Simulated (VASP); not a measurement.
Set up this calculation in VASP 6.6.1, as the native input.

| Property | Result |
| --- | --- |
| Task | single point |
| Functional | LDA |
| Potentials or basis | VASP PAW LDA potentials, release 64 (Pb_d) |
| Cutoff | 520 eV |
| k mesh | 18 × 18 × 18 |
| Occupations | gaussian, width 0.15 eV |
| Spin | no spin polarisation |
| Dipole correction | no |
| Further INCAR settings | ALGO = Fast; EDIFF = 1e-06; NBANDS = 13 |

The structure of Pb lies in POSCAR:

```
Pb
1.0
   -1.9672866944      1.9672866944      1.9796595667
    1.9672866944     -1.9672866944      1.9796595667
    1.9920324390      1.9920324390     -1.9796595667
Pb
1
Direct
    0.0000000000      0.0000000000      0.0000000000
```

This cell differs from its parent crystal: strain +0.0125 x Voigt [0, 0, 0, 0, 0, 1].

These files were run (other wordings do the same):

INCAR

```
SYSTEM = Pb
ALGO = Fast
EDIFF = 1E-6
ENCUT = 520
ISIF = 2
ISMEAR = 0
LASPH = .True.
LCHARG = .False.
LREAL = .False.
LWAVE = .False.
NBANDS = 13
NELM = 80
PREC = Accurate
SIGMA = 0.15
```

KPOINTS

```
k-points
0
Gamma
  18 18 18
  0 0 0
```

Potentials or basis: VASP PAW LDA potentials, release 64 (Pb_d).

Run with:

```bash
$ cat potpaw_LDA.64/Pb_d/POTCAR > POTCAR
$ mpirun -np 1 vasp_std > vasp.out
```

It gave:

```yaml
Pressure: -3.0 GPa
Band_gap_on_the_k_mesh: zero (band 7 reaches 14.00 eV, above the bottom of band 8 at 4.74 eV)
```

Caveat: the cell differs from its parent crystal (strain +0.0125 x Voigt [0, 0, 0, 0, 0, 1]); spin-orbit coupling is left out, which moves the levels of the heavy elements.

Wall time 2.4 min on 1 thread of Intel(R) Xeon(R) 6975P-C (Granite Rapids), on a shared host, peak memory 0.4 GiB.
